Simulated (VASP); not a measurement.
# PbSe in VASP: a series of runs

Aim: see how the results for PbSe move with the level of theory and the settings. Levels: PBE, r2SCAN. Tasks: single point.

All numbers are computed with VASP 6.6.1; they aren't measurements. Logs are shortened: lines on timing, memory, paths and dates and some standing lists are left out, and cuts for length are marked.

**1. The cell of the first run**

Symmetry: R-3m, No. 166, trigonal system. Conventional cell: a = 4.368 Å, b = 4.368 Å, c = 11.124 Å, α = 90.00°, β = 90.00°, γ = 120.00°. Within 4.1 Å of Pb (site symmetry -3m) lie 6 Se at 3.13 Å. Within 4.1 Å of Se (site symmetry -3m) lie 6 Pb at 3.13 Å.

**2. Single point, PBE (strain along [111] +4.0%)**

File INCAR:

```
SYSTEM = PbSe
ALGO     = Normal         ! electronic algorithm
EDIFF    = 1E-7           ! SCF threshold, eV
ENCUT    = 520            ! plane-wave cutoff, eV
GGA      = PE             ! functional
ISIF     = 2              ! what is computed and relaxed
ISMEAR   = -1             ! smearing method
LASPH    = .True.         ! aspherical terms in the spheres
LCHARG   = .True.         ! write CHGCAR
LELF     = .True.         ! ELF
LREAL    = .False.        ! projectors in reciprocal space
LVHAR    = .True.       
LWAVE    = .False.        ! write WAVECAR
NBANDS   = 17             ! bands
NELM     = 60             ! most SCF steps
PREC     = Accurate       ! precision mode
SIGMA    = 0.02           ! smearing width, eV
```

File KPOINTS:

```
k-points
0
Gamma
  8 8 8
  0 0 0
```

File POSCAR:

```
PbSe
1.0
    0.0817476521      3.1704498723      3.1704498723
    3.1704498723      0.0817476521      3.1704498723
    3.1704498723      3.1704498723      0.0817476521
Pb Se
1 1
Direct
    0.0000000000      0.0000000000      0.0000000000
    0.5000000000      0.5000000000      0.5000000000
```

Potentials or basis: VASP PAW PBE potentials, release 64 (Pb_d, Se).

Run with:

```sh
cat potpaw_PBE.64/Pb_d/POTCAR potpaw_PBE.64/Se/POTCAR > POTCAR
mpirun -np 1 vasp_std > vasp.out
```

OUTCAR:

```text
SYSTEM = PbSe
   EDIFF = 1E-7
   ENCUT = 520
   GGA = PE
   ISIF = 2
   ISMEAR = -1
   LASPH = .True.
   LREAL = .False.
   NELM = 60
   PREC = Accurate

 ion  position               nearest neighbor table
   1  0.000  0.000  0.000-   2 3.13   2 3.13   2 3.13   2 3.13   2 3.13   2 3.13
   2  0.500  0.500  0.500-   1 3.13   1 3.13   1 3.13   1 3.13   1 3.13   1 3.13

  LATTYP: Found a trigonal (rhomboedric) cell.
 ALAT       =     4.4844383666
 COS(alpha) =     0.5256095239

  Lattice vectors:

 A1 = (   0.0817476521,   3.1704498723,   3.1704498723)
 A2 = (   3.1704498723,   0.0817476521,   3.1704498723)
 A3 = (   3.1704498723,   3.1704498723,   0.0817476521)

Analysis of symmetry for initial positions (statically):
=====================================================================
 Subroutine PRICEL returns:
 Original cell was already a primitive cell.

 Routine SETGRP: Setting up the symmetry group for a
 trigonal (rhombohedral) supercell.

 Subroutine GETGRP returns: Found 12 space group operations
 (whereof 12 operations were pure point group operations)
 out of a pool of 12 trial point group operations.

The static configuration has the point symmetry D_3d.

Analysis of symmetry for dynamics (positions and initial velocities):
=====================================================================
 Subroutine PRICEL returns:
 Original cell was already a primitive cell.

 Routine SETGRP: Setting up the symmetry group for a
 trigonal (rhombohedral) supercell.

 Subroutine GETGRP returns: Found 12 space group operations
 (whereof 12 operations were pure point group operations)
 out of a pool of 12 trial point group operations.

The dynamic configuration has the point symmetry D_3d.

 Subroutine INISYM returns: Found 12 space group operations
 (whereof 12 operations are pure point group operations),
 and found     1 'primitive' translations

----------------------------------------------------------------------------------------

                                     Primitive cell

  volume of cell :      61.2726

  direct lattice vectors                    reciprocal lattice vectors
     0.081747652  3.170449872  3.170449872    -0.163940704  0.159819869  0.159819869
     3.170449872  0.081747652  3.170449872     0.159819869 -0.163940704  0.159819869
     3.170449872  3.170449872  0.081747652     0.159819869  0.159819869 -0.163940704

  length of vectors
     4.484438367  4.484438367  4.484438367     0.279215572  0.279215572  0.279215572

  position of ions in fractional coordinates (direct lattice)
     0.000000000  0.000000000  0.000000000
     0.500000000  0.500000000  0.500000000

  ion indices of the primitive-cell ions
   primitive index   ion index
                 1           1
                 2           2

----------------------------------------------------------------------------------------

 KPOINTS: k-points

Automatic generation of k-mesh.
 Grid dimensions read from file:
 generate k-points for:    8    8    8

 Generating k-lattice:

  Cartesian coordinates                     Fractional coordinates (reciprocal lattice)
    -0.020492588  0.019977484  0.019977484     0.125000000  0.000000000  0.000000000
     0.019977484 -0.020492588  0.019977484     0.000000000  0.125000000  0.000000000
     0.019977484  0.019977484 -0.020492588     0.000000000  0.000000000  0.125000000

  Length of vectors
     0.034901946  0.034901946  0.034901946

  Shift w.r.t. Gamma in fractional coordinates (k-lattice)
     0.000000000  0.000000000  0.000000000

 Subroutine IBZKPT returns following result:
 ===========================================

 Found     65 irreducible k-points:

 Following reciprocal coordinates:
            Coordinates               Weight
  0.000000  0.000000  0.000000      1.000000
  0.125000  0.000000  0.000000      6.000000
  0.250000  0.000000  0.000000      6.000000
  0.375000  0.000000  0.000000      6.000000
  0.500000  0.000000  0.000000      3.000000
  0.125000  0.125000  0.000000      6.000000
[... 16 lines left out ...]
  0.250000  0.125000  0.125000      6.000000
  0.375000  0.125000  0.125000      6.000000
 [... further k-points ...]
   k-points           NKPTS =     65   k-points in BZ     NKDIM =     65   number of bands    NBANDS=     17
   number of dos      NEDOS =    301   number of ions     NIONS =      2
   total plane-waves  NPLWV =  46656
   dimension x,y,z NGX =    36 NGY =   36 NGZ =   36
   dimension x,y,z NGXF=    72 NGYF=   72 NGZF=   72
   ions per type =               1   1
   NGX,Y,Z   is equivalent  to a cutoff of  13.35, 13.35, 13.35 a.u.
   NGXF,Y,Z  is equivalent  to a cutoff of  26.69, 26.69, 26.69 a.u.
 SYSTEM =  PbSe
   PREC   = accura    normal or accurate (medium, high low for compatibility)
   ISTART =      0    job   : 0-new  1-cont  2-samecut
   ICHARG =      2    charge: 1-file 2-atom 10-const
   ISPIN  =      1    spin polarized calculation?
   LNONCOLLINEAR =      F non collinear calculations
   LSORBIT =      F    spin-orbit coupling
   LASPH  =      T    aspherical Exc in radial PAW
   ENCUT  =  520.0 eV  38.22 Ry    6.18 a.u.   8.34  8.34  8.34*2*pi/ulx,y,z
   NELM   =     60;   NELMIN=  2; NELMDL= -5     # of ELM steps
   EDIFF  = 0.1E-06   stopping-criterion for ELM
   LREAL  =      F    real-space projection
   EDIFFG = 0.1E-05   stopping-criterion for IOM
   NSW    =      0    number of steps for IOM
   IBRION =     -1    ionic relax: 0-MD 1-quasi-New 2-CG
   NFREE  =      0    steps in history (QN), initial steepest desc. (CG)
   ISIF   =      2    stress and relaxation
   ISYM   =      2    0-nonsym 1-usesym 2-fastsym
   POTIM  = 0.5000    time-step for ionic-motion
   TEBEG  =    0.0;   TEEND  =   0.0 temperature during run
   PSTRESS=    0.0 pullay stress
   NELECT =      20.0000    total number of electrons
   NUPDOWN=      -1.0000    fix difference up-down
   EMIN   =  10.00;   EMAX   =-10.00  energy-range for DOS
   EFERMI =   0.00;   METHOD = LEGACY
   ISMEAR =    -1;   SIGMA  =   0.02  broadening in eV -4-tet -1-fermi 0-gaus
   EFERMI_NEDOS =   21; number of points for ismear=-14 and -15
   IALGO  =     38    algorithm
   IMIX   =      4    mixing-type and parameters
     AMIX     =   0.40;   BMIX     =  1.00
     AMIX_MAG =   1.60;   BMIX_MAG =  1.00
  volume/ion in A,a.u.               =      30.64       206.74
  Fermi-wavevector in a.u.,A,eV,Ry     =   1.127187  2.130075 17.286900  1.270551
  Thomas-Fermi vector in A             =   2.263872
   LORBIT       =      0    0 simple, 1 ext, 2 COOP (PROOUT), +10 PAW based schemes
   GGA     = PE    functional components
   LHFCALC =     F    Hartree Fock is set to
   AEXX    =    0.0000 exact exchange contribution
   IVDW    =     0    specifies the selected vdW correction
   LEPSILON=     F    determine dielectric tensor
   LRPA    =     F    only Hartree local field effects (RPA)
 non-spin polarized calculation
  energy-cutoff  :      520.00
  volume of cell :       61.27
 maximum number of plane-waves:      1687
 NGX is ok and might be reduce to    36
   NGX = 17   NGY = 17   NGZ = 17

 number of electron      20.0000003 magnetization

 Free energy of the ion-electron system (eV)
  ---------------------------------------------------
  ext. energy  EPLUGINS =         0.00000000
  ---------------------------------------------------
  free energy    TOTEN  =        -8.18872143 eV

  energy without entropy =       -8.18871908  energy(sigma->0) =       -8.18872026

 E-fermi :   4.4966     XC(G=0):  -9.2286

 val. band max:        4.3716936961   @ k =   0.5000   0.5000   0.5000
 cond. band min:       4.6435931484   @ k =   0.5000   0.0000   0.0000
 fundamental gap:      0.2718994523
 Fermi energy:         4.4966464838

 k-point     1 :       0.0000    0.0000    0.0000
  band No.  band energies     occupation
      1     -12.4776      2.00000
      2     -12.4776      2.00000
      3     -12.4687      2.00000
      4     -12.4612      2.00000
      5     -12.4612      2.00000
      6      -8.7776      2.00000
[... 9 lines left out ...]
     16      11.0963      0.00000
     17      12.2993      0.00000

 k-point     2 :       0.1250    0.0000    0.0000
  band No.  band energies     occupation
      1     -12.4783      2.00000
      2     -12.4733      2.00000
      3     -12.4668      2.00000
      4     -12.4636      2.00000
      5     -12.4612      2.00000
      6      -8.6715      2.00000
[... 9 lines left out ...]
     16      11.4338      0.00000
     17      13.3610      0.00000

 k-point     3 :       0.2500    0.0000    0.0000
  band No.  band energies     occupation
      1     -12.4816      2.00000
      2     -12.4696      2.00000
      3     -12.4678      2.00000
      4     -12.4630      2.00000
      5     -12.4541      2.00000
      6      -8.3831      2.00000
[... 9 lines left out ...]
     16      12.3067      0.00000
     17      15.1987      0.00000

 k-point     4 :       0.3750    0.0000    0.0000
  band No.  band energies     occupation
      1     -12.4869      2.00000
      2     -12.4755      2.00000
      3     -12.4688      2.00000
      4     -12.4527      2.00000
      5     -12.4453      2.00000
      6      -8.0276      2.00000
[... 9 lines left out ...]
     16      13.6172      0.00000
     17      15.4745      0.00000
[... 343 lines left out ...]
      1     -12.4783      2.00000
      2     -12.4783      2.00000
      3     -12.4678      2.00000
      4     -12.4597      2.00000
      5     -12.4597      2.00000
      6      -8.6776      2.00000
[... 9 lines left out ...]
     16      11.3890      0.00000
     17      13.3147      0.00000

 k-point    23 :       0.2500    0.1250    0.1250
  band No.  band energies     occupation
      1     -12.4797      2.00000
      2     -12.4756      2.00000
      3     -12.4670      2.00000
      4     -12.4634      2.00000
      5     -12.4549      2.00000
      6      -8.5127      2.00000
[... 9 lines left out ...]
     16      12.2094      0.00000
     17      13.3073      0.00000

 k-point    24 :       0.3750    0.1250    0.1250
  band No.  band energies     occupation
      1     -12.4853      2.00000
      2     -12.4730      2.00000
      3     -12.4665      2.00000
      4     -12.4616      2.00000
      5     -12.4495      2.00000
      6      -8.1957      2.00000
[... 9 lines left out ...]
     16      13.3897      0.00000
     17      14.6455      0.00000

 [... further k-points ...]
[... 5 lines left out ...]
  --------------------------------------------------------------------------------------
  -------------------------------------------------------------------------------------
  Total       -0.3487356     -0.3487356     -0.3487356     -0.1817634     -0.1817634     -0.1817634
  in kB       -9.1188636     -9.1188636     -9.1188636     -4.7528133     -4.7528133     -4.7528133
  external PRESSURE =      -9.1188636 kB  Pullay stress =       0.0000000 kB

 VOLUME and BASIS-vectors are now :
 -----------------------------------------------------------------------------
  energy-cutoff  :      520.00
  volume of cell :       61.27
      direct lattice vectors                 reciprocal lattice vectors
     0.081747652  3.170449872  3.170449872    -0.163940704  0.159819869  0.159819869
     3.170449872  0.081747652  3.170449872     0.159819869 -0.163940704  0.159819869
     3.170449872  3.170449872  0.081747652     0.159819869  0.159819869 -0.163940704

 POSITION                                       TOTAL-FORCE (eV/Angst)
 -----------------------------------------------------------------------------------
      0.00000      0.00000      0.00000         0.000000      0.000000      0.000000
      3.21132      3.21132      3.21132         0.000000      0.000000     -0.000000
 -----------------------------------------------------------------------------------
    total drift:                                0.000000      0.000000      0.000000

  FREE ENERGIE OF THE ION-ELECTRON SYSTEM (eV)
  ---------------------------------------------------
  free  energy   TOTEN  =        -8.1887214348 eV

  energy  without entropy=       -8.1887190809  energy(sigma->0) =       -8.18872026
```

It took 1.8 min on 1 thread of Intel Xeon 8259CL, shared host; peak memory 0.24 GiB.

Results:

```yaml
Free_energy: -8.1887 eV
Pressure: -0.9 GPa
Band_gap_on_the_k_mesh: 0.27 eV (least direct gap 0.46 eV)
```

Caveat: the cell differs from its parent crystal (strain along [111] +4.0%); spin-orbit coupling is left out, which moves the levels of the heavy elements. A k mesh can miss the band edges.

**3. Single point, r2SCAN (biaxial xy strain +2.3%)**

File POSCAR:

```
PbSe
1.0
    0.0000000000      3.1588157606      3.0887022202
    3.1588157606      0.0000000000      3.0887022202
    3.1588157606      3.1588157606      0.0000000000
Pb Se
1 1
Direct
    0.0000000000      0.0000000000      0.0000000000
    0.5000000000      0.5000000000      0.5000000000
```

File INCAR.step1:

```
PREC = Accurate
ENCUT = 520
ISMEAR = 0
SIGMA = 0.01
LREAL = False
LASPH = True
NELM = 60
NBANDS = 17
GGA = PE
ALGO = Normal
EDIFF = 1E-4
LWAVE = True
LCHARG = False
```

File INCAR.step2:

```
PREC = Accurate
ENCUT = 520
EDIFF = 1E-6
ISMEAR = 0
SIGMA = 0.01
LREAL = False
LASPH = True
NELM = 60
ALGO = Normal
ISIF = 2
LWAVE = False
LCHARG = True
METAGGA = R2SCAN
LMIXTAU = True
LELF = True
LVHAR = True
NBANDS = 17
ISTART = 1
```

File KPOINTS:

```
Automatic mesh
0
Gamma
  8 8 8
```

Potentials or basis: VASP PAW PBE potentials, release 64 (Pb_d, Se).

Run with:

```sh
cat potpaw_PBE.64/Pb_d/POTCAR potpaw_PBE.64/Se/POTCAR > POTCAR
cp INCAR.step1 INCAR
mpirun -np 1 vasp_std > vasp.out
cp INCAR.step2 INCAR
mpirun -np 1 vasp_std > vasp.out
```

Run time: 7.4 min. Hardware: 1 thread of Intel Xeon 8259CL, shared host; peak memory 0.25 GiB.

It converged, with:

```yaml
Free_energy: -71.9158 eV
Pressure: -2.0 GPa
Band_gap_on_the_k_mesh: 0.79 eV
```

Stress tensor (GPa, compression positive):
```
-2.75  0.00  0.00
 0.00 -2.75  0.00
 0.00  0.00 -0.59
```

Levels at points of the mesh, in eV from the valence-band top:
```tsv
k point	band 6	band 7	band 8	band 9	band 10	band 11	band 12	band 13	band 14	band 15
(0.00, 0.00, 0.00)	-13.50	-6.43	-1.78	-1.58	-1.58	4.75	4.75	5.26	7.11	7.11
(0.50, 0.00, 0.00)	-12.56	-8.63	-1.30	-1.26	0.00	0.79	2.06	2.17	9.02	10.50
(0.50, 0.50, 0.00)	-12.20	-7.45	-4.54	-2.91	-2.91	4.30	5.68	5.68	6.39	11.71
(0.50, 0.00, 0.50)	-12.30	-7.36	-4.49	-2.99	-2.76	4.39	5.54	6.05	6.10	11.53
```

Caveat: the cell differs from its parent crystal (biaxial xy strain +2.3%); the PAW data sets were made with another functional, which shifts forces and pressure a little; spin-orbit coupling is left out, which moves the levels of the heavy elements.

**4. Single point, r2SCAN (uniaxial x strain +5.4%)**

File POSCAR:

```
PbSe
1.0
    0.0000000000      3.0887022202      3.0887022202
    3.2564187507      0.0000000000      3.0887022202
    3.2564187507      3.0887022202      0.0000000000
Pb Se
1 1
Direct
    0.0000000000      0.0000000000      0.0000000000
    0.5000000000      0.5000000000      0.5000000000
```

File INCAR.step1:

```
SYSTEM = PbSe
  ALGO = Normal
  EDIFF = 1E-4
  ENCUT = 520
  GGA = PE
  ISMEAR = 0
  LASPH = .TRUE.
  LCHARG = .FALSE.
  LREAL = .FALSE.
  LWAVE = .TRUE.
  NBANDS = 17
  NELM = 60
  PREC = Accurate
  SIGMA = 0.01
```

File INCAR.step2:

```
SYSTEM = PbSe
  ALGO = Normal
  EDIFF = 1E-6
  ENCUT = 520
  ISIF = 2
  ISMEAR = 0
  ISTART = 1
  LASPH = .TRUE.
  LCHARG = .TRUE.
  LELF = .TRUE.
  LMIXTAU = .TRUE.
  LREAL = .FALSE.
  LVHAR = .TRUE.
  LWAVE = .FALSE.
  METAGGA = R2SCAN
  NBANDS = 17
  NELM = 60
  PREC = Accurate
  SIGMA = 0.01
```

File KPOINTS:

```
k-points
0
G
  8 8 8
  0 0 0
```

Run with:

```sh
cat potpaw_PBE.64/Pb_d/POTCAR potpaw_PBE.64/Se/POTCAR > POTCAR
cp INCAR.step1 INCAR
mpirun -np 1 vasp_std > vasp.out
cp INCAR.step2 INCAR
mpirun -np 1 vasp_std > vasp.out
```

It took 6.6 min on 1 thread of Intel Xeon 8259CL, shared host; peak memory 0.25 GiB.

Results (log left out):

```yaml
Free_energy: -71.8855 eV
Pressure: -2.1 GPa
Band_gap_on_the_k_mesh: 0.76 eV
```

Stress tensor (GPa, compression positive):
```
-4.87  0.00  0.00
 0.00 -0.70  0.00
 0.00  0.00 -0.70
```

Levels at points of the mesh, in eV from the valence-band top:
| k point | band 6 | band 7 | band 8 | band 9 | band 10 | band 11 | band 12 | band 13 | band 14 | band 15 |
| --- | --- | --- | --- | --- | --- | --- | --- | --- | --- | --- |
| (0.00, 0.00, 0.00) | -13.48 | -6.46 | -1.80 | -1.80 | -1.37 | 4.16 | 5.25 | 5.25 | 6.94 | 7.25 |
| (0.50, 0.00, 0.00) | -12.56 | -8.64 | -1.35 | -1.23 | 0.00 | 0.76 | 2.00 | 2.21 | 8.95 | 10.43 |
| (0.50, 0.50, 0.00) | -12.20 | -7.48 | -4.53 | -3.18 | -2.64 | 4.30 | 5.03 | 6.19 | 6.36 | 11.03 |
| (0.00, 0.50, 0.50) | -12.43 | -7.26 | -4.40 | -2.83 | -2.83 | 4.49 | 5.68 | 5.89 | 5.89 | 11.75 |

Caveat: the cell differs from its parent crystal (uniaxial x strain +5.4%); the PAW data sets were made with another functional, which shifts forces and pressure a little; spin-orbit coupling is left out, which moves the levels of the heavy elements.

(Continued in part 2 of 2.)
